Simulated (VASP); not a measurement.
# C (P6_3/mmc) in VASP: notebook, part 2 of 2

VASP 6.6.1.

**3. Relaxation of shape and atoms at fixed volume, PBE (5.36 Å³/atom)**

This run uses another cell than the first one, of 5.36 Å³/atom.

File INCAR:

```
SYSTEM = C
  PREC = Accurate
  ENCUT = 600
  EDIFF = 1E-6
  ISMEAR = 0
  SIGMA = 0.02
  LREAL = .FALSE.
  LASPH = .TRUE.
  NELM = 60
  ALGO = Normal
  ISIF = 4
  LWAVE = .FALSE.
  LCHARG = .FALSE.
  GGA = PE
  IBRION = 2
  NSW = 50
  EDIFFG = -0.01
```

File KPOINTS:

```
regular mesh
0
G
  12 12 4
  0 0 0
```

File POSCAR:

```
C
1.0
    2.4665312506      0.0000000000      0.0000000000
   -1.2332656253      2.1360787223      0.0000000000
    0.0000000000      0.0000000000      8.1356178161
C
8
Direct
    0.0000000000      0.0000000000      0.0929602829
    0.0000000000      0.0000000000      0.5929602829
    0.0000000000      0.0000000000      0.4070397171
    0.0000000000      0.0000000000      0.9070397171
    0.3333333333      0.6666666667      0.1555771977
    0.6666666667      0.3333333333      0.6555771977
    0.3333333333      0.6666666667      0.3444228023
    0.6666666667      0.3333333333      0.8444228023
```

Potentials or basis: VASP PAW PBE potentials, release 64 (C).

On the command line:

```console
$ cat potpaw_PBE.64/C/POTCAR > POTCAR
$ mpirun -np 1 vasp_std > vasp.out
```

Wall time 53 s (1 thread of AMD EPYC 9R45 (Zen 5), shared host); peak memory 0.16 GiB.

It converged, with:

| Quantity | Value |
| --- | --- |
| Free energy | -72.4300 eV |
| Energy gained by relaxing | 0.0 meV/atom |
| Ionic steps | 3 |
| Pressure after relaxing | 30.2 GPa |
| Largest force after relaxing | 0.005 eV/Å |
| Band gap on the k mesh | 4.68 eV (least direct gap 5.42 eV) |

Forces in eV/Å, atoms in the order of the input:
```
C    0.000  0.000  0.005
C    0.000  0.000  0.005
C    0.000  0.000 -0.005
C    0.000  0.000 -0.005
C    0.000  0.000  0.002
C    0.000  0.000  0.002
C    0.000  0.000 -0.002
C    0.000  0.000 -0.002
```

Stress tensor (GPa, compression positive):
```
30.18  0.00  0.00
 0.00 30.18  0.00
 0.00  0.00 30.30
```

Final structure:
```
CELL_PARAMETERS angstrom
2.46651 0.00000 0.00000
-1.23325 2.13606 0.00000
0.00000 0.00000 8.13578
ATOMIC_POSITIONS crystal
C 0.00000 0.00000 0.09294
C 0.00000 0.00000 0.59294
C 0.00000 0.00000 0.40706
C 0.00000 0.00000 0.90706
C 0.33333 0.66667 0.15563
C 0.66667 0.33333 0.65563
C 0.33333 0.66667 0.34437
C 0.66667 0.33333 0.84437
```

Levels at points of the mesh, in eV from the valence-band top:
```tsv
k point	band 12	band 13	band 14	band 15	band 16	band 17	band 18	band 19	band 20	band 21
(0.00, 0.00, 0.00)	-1.83	-1.83	-0.27	0.00	0.00	5.42	5.42	5.63	7.31	7.31
(0.50, 0.00, 0.00)	-5.31	-5.22	-4.92	-3.91	-3.13	4.73	5.76	6.16	6.18	6.98
(0.00, 0.00, 0.50)	-2.78	-0.69	-0.69	-0.69	-0.69	6.23	6.23	6.23	6.23	6.97
(0.50, 0.00, 0.50)	-6.35	-5.00	-5.00	-3.87	-3.87	5.08	5.08	7.16	7.16	7.82
```

**4. Relaxation of shape and atoms at fixed volume, PBE (5.53 Å³/atom)**

This run uses another cell than the first one, of 5.53 Å³/atom.

File INCAR:

```
SYSTEM = C
PREC = Accurate
ENCUT = 600
EDIFF = 1E-7
ISMEAR = 0
SIGMA = 0.02
LREAL = .FALSE.
LASPH = .TRUE.
NELM = 60
ALGO = Normal
ISIF = 4
LWAVE = .FALSE.
LCHARG = .FALSE.
GGA = PE
IBRION = 2
NSW = 50
EDIFFG = -0.01
```

KPOINTS is that of step 3.

File POSCAR:

```
C
1.0
    2.4925822197      0.0000000000      0.0000000000
   -1.2462911099      2.1586395233      0.0000000000
    0.0000000000      0.0000000000      8.2206977051
C
8
Direct
    0.0000000000      0.0000000000      0.0929681645
    0.0000000000      0.0000000000      0.5929681645
    0.0000000000      0.0000000000      0.4070318355
    0.0000000000      0.0000000000      0.9070318355
    0.3333333333      0.6666666667      0.1555285626
    0.6666666667      0.3333333333      0.6555285626
    0.3333333333      0.6666666667      0.3444714374
    0.6666666667      0.3333333333      0.8444714374
```

On the command line:

```console
$ cat potpaw_PBE.64/C/POTCAR > POTCAR
$ mpirun -np 1 vasp_std > vasp.out
```

Run time: 59 s. Hardware: 1 thread of AMD EPYC 9R45 (Zen 5), shared host; peak memory 0.16 GiB.

It converged, with:

- Free energy: -72.6241 eV
- Energy gained by relaxing: 0.0 meV/atom
- Ionic steps: 3
- Pressure after relaxing: 14.0 GPa
- Largest force after relaxing: 0.005 eV/Å
- Band gap on the k mesh: 4.60 eV (least direct gap 5.35 eV)

Forces on the atoms (eV/Å):
```
C    0.000  0.000  0.005
C    0.000  0.000  0.005
C    0.000  0.000 -0.005
C    0.000  0.000 -0.005
C    0.000  0.000  0.002
C    0.000  0.000  0.002
C    0.000  0.000 -0.002
C    0.000  0.000 -0.002
```

Final structure:
```xyz
8
Lattice="2.4926 0.0000 0.0000 -1.2463 2.1586 0.0000 0.0000 0.0000 8.2208" Properties=species:S:1:pos:R:3 pbc="T T T"
C     0.0000    0.0000    0.7641
C     0.0000    0.0000    4.8745
C     0.0000    0.0000    3.3463
C     0.0000    0.0000    7.4567
C     0.0000    1.4391    1.2790
C     1.2463    0.7195    5.3894
C     0.0000    1.4391    2.8314
C     1.2463    0.7195    6.9418
```

Levels at points of the mesh, in eV from the valence-band top:
| k point | band 12 | band 13 | band 14 | band 15 | band 16 | band 17 | band 18 | band 19 | band 20 | band 21 |
| --- | --- | --- | --- | --- | --- | --- | --- | --- | --- | --- |
| (0.00, 0.00, 0.00) | -1.77 | -1.77 | -0.25 | 0.00 | 0.00 | 5.35 | 5.35 | 5.55 | 7.20 | 7.20 |
| (0.50, 0.00, 0.00) | -5.15 | -5.06 | -4.79 | -3.78 | -3.04 | 4.66 | 5.66 | 6.06 | 6.10 | 6.81 |
| (0.00, 0.00, 0.50) | -2.69 | -0.67 | -0.67 | -0.67 | -0.67 | 6.14 | 6.14 | 6.14 | 6.14 | 6.82 |
| (0.50, 0.00, 0.50) | -6.16 | -4.85 | -4.85 | -3.76 | -3.76 | 5.01 | 5.01 | 7.07 | 7.07 | 7.68 |

A k mesh can miss the band edges.

**5. Relaxation of cell and atoms, PBE**

File INCAR:

```
PREC = Accurate ; ENCUT = 600
EDIFF = 1E-6 ; ISMEAR = 0
SIGMA = 0.02 ; LREAL = F
LASPH = T ; NELM = 60
ALGO = Normal ; ISIF = 3
LWAVE = F ; LCHARG = F
GGA = PE ; IBRION = 2
NSW = 100 ; EDIFFG = -0.005
```

File KPOINTS:

```
Automatic mesh
0
Gamma
  12 12 4
```

File POSCAR:

```
C
1.0
    2.5221000000      0.0000000000      0.0000000000
   -1.2610500000      2.1842026709      0.0000000000
    0.0000000000      0.0000000000      8.2371000000
C
8
Direct
    0.0000000000      0.0000000000      0.0937500000
    0.0000000000      0.0000000000      0.5937500000
    0.0000000000      0.0000000000      0.4062500000
    0.0000000000      0.0000000000      0.9062500000
    0.3333333333      0.6666666667      0.1562500000
    0.6666666667      0.3333333333      0.6562500000
    0.3333333333      0.6666666667      0.3437500000
    0.6666666667      0.3333333333      0.8437500000
```

On the command line:

```console
$ cat potpaw_PBE.64/C/POTCAR > POTCAR
$ mpirun -np 1 vasp_std > vasp.out
```

Run time: 100 s. Hardware: 1 thread of AMD EPYC 9R45 (Zen 5), shared host; peak memory 0.16 GiB.

It converged, with:

```yaml
Free_energy: -72.6878 eV
Relaxed_volume: 5.70 Å³/atom
Relaxed_cell: a = 2.518 Å, b = 2.518 Å, c = 8.304 Å, α = 90.00°, β = 90.00°, γ = 120.00°
Space_group_after_relaxing_to_0.1_Å: P6_3/mmc (No. 194)
Energy_gained_by_relaxing: 2.6 meV/atom
Ionic_steps: 6
Pressure_after_relaxing: 0.0 GPa
Largest_force_after_relaxing: 0.004 eV/Å
Band_gap_on_the_k_mesh: 4.53 eV (least direct gap 5.29 eV)
```

Forces on the atoms (eV/Å):
```
C    0.000  0.000 -0.001
C    0.000  0.000 -0.001
C    0.000  0.000  0.001
C    0.000  0.000  0.001
C    0.000  0.000 -0.004
C    0.000  0.000 -0.004
C    0.000  0.000  0.004
C    0.000  0.000  0.004
```

The path:
```tsv
step	energy change (eV)	largest force (eV/Å)	pressure (GPa)	volume (Å³)
1	0.0000	0.3284	2.25	45.38
2	0.0130	0.4683	-2.49	45.90
3	-0.0204	0.0443	0.01	45.60
4	-0.0204	0.0371	0.05	45.60
5	-0.0204	0.0402	-0.06	45.61
6	-0.0206	0.0041	-0.01	45.60
```

Final structure:
```
C
1.0
     2.51813    0.00000    0.00000
    -1.25906    2.18076    0.00000
     0.00000    0.00000    8.30413
C
8
Direct
  0.00000 0.00000 0.09298
  0.00000 0.00000 0.59298
  0.00000 0.00000 0.40702
  0.00000 0.00000 0.90702
  0.33333 0.66667 0.15555
  0.66667 0.33333 0.65555
  0.33333 0.66667 0.34445
  0.66667 0.33333 0.84445
```

Levels at points of the mesh, in eV from the valence-band top:
| k point | band 14 | band 15 | band 16 | band 17 | band 18 | band 19 |
| --- | --- | --- | --- | --- | --- | --- |
| (0.00, 0.00, 0.00) | -0.22 | 0.00 | 0.00 | 5.29 | 5.29 | 5.46 |
| (0.50, 0.00, 0.00) | -4.65 | -3.66 | -2.95 | 4.60 | 5.57 | 5.98 |
| (0.00, 0.00, 0.50) | -0.65 | -0.65 | -0.65 | 6.06 | 6.06 | 6.06 |
| (0.50, 0.00, 0.50) | -4.71 | -3.64 | -3.64 | 4.94 | 4.94 | 6.98 |

A k mesh can miss the band edges. Zero-point motion and thermal expansion aren't in these numbers.

**6. The runs side by side**

```csv
task,cell,gap on the mesh (eV),pressure (GPa),largest force (eV/Å)
relaxation of cell and atoms,"relaxed from a = 2.522, b = 2.522, c = 8.237 Å, angles 90.0, 90.0, 120.0°, 8 atoms, atomic positions A",4.53,0.0,-
relaxation of shape and atoms at fixed volume,"relaxed from a = 2.467, b = 2.467, c = 8.136 Å, angles 90.0, 90.0, 120.0°, 8 atoms, atomic positions B",4.68,30.2,0.01
relaxation of shape and atoms at fixed volume,"relaxed from a = 2.493, b = 2.493, c = 8.221 Å, angles 90.0, 90.0, 120.0°, 8 atoms, atomic positions B",4.60,14.0,0.01
```

Alike in all rows: level PBE; potentials or basis VASP PAW PBE potentials, release 64 (C); no spin polarisation; k mesh 12 × 12 × 4; cutoff (eV) 600; smearing gaussian 0.02 eV.

Total energies depend on the potentials used, so only differences within one code and one set of settings carry meaning.
